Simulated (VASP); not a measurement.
## SrTiO3: single point with PBE

SrTiO3:

```
Sr Ti O
1.0
     3.77219    0.00000    0.00000
     0.00000    3.77219    0.00000
     0.00000    0.00000    3.77219
Sr Ti O
1 1 3
Cartesian
  1.8861 1.8861 1.8861
  0.0000 0.0000 0.0000
  1.8861 0.0000 0.0000
  0.0000 1.8861 0.0000
  0.0000 0.0000 1.8861
```

| Property | Result |
| --- | --- |
| Program | VASP 6.6.1 |
| Task | single point |
| Functional | PBE |
| Potentials or basis | VASP PAW PBE potentials, release 64 (Sr_sv, Ti_sv, O) |
| Cutoff | 520 eV |
| k mesh | 8 × 8 × 8 |
| Occupations | gaussian, width 0.02 eV |
| Spin | no spin polarisation |
| Dipole correction | no |
| Further INCAR settings | ALGO = Normal; EDIFF = 1e-06; NBANDS = 28 |

```json
{
  "Pressure": "29.7 GPa",
  "Band gap on the k mesh": "2.04 eV, indirect (least direct gap 2.31 eV)"
}
```

Levels at points of the mesh, in eV from the valence-band top:
| k point | band 16 | band 17 | band 18 | band 19 | band 20 | band 21 | band 22 | band 23 | band 24 | band 25 |
| --- | --- | --- | --- | --- | --- | --- | --- | --- | --- | --- |
| (0.00, 0.00, 0.00) | -1.36 | -1.36 | -0.28 | -0.28 | -0.28 | 2.04 | 2.04 | 2.04 | 5.02 | 5.02 |
| (0.50, 0.00, 0.00) | -2.62 | -2.62 | -2.33 | -0.69 | -0.69 | 2.26 | 4.34 | 4.34 | 5.12 | 7.66 |
| (0.50, 0.50, 0.00) | -3.27 | -1.67 | -1.67 | -1.61 | -0.11 | 4.36 | 4.36 | 4.84 | 6.26 | 8.41 |
| (0.50, 0.50, 0.50) | -4.02 | -4.02 | 0.00 | 0.00 | 0.00 | 5.16 | 5.16 | 5.16 | 7.36 | 7.36 |

Run time: 45 s on 1 thread of Intel(R) Xeon(R) Platinum 8259CL CPU @ 2.50GHz (Skylake/Cascade Lake), with other jobs on the host, peak memory 0.19 GiB.

A k mesh can miss the band edges. PBE gaps usually lie below the measured ones, often by a third to a half.
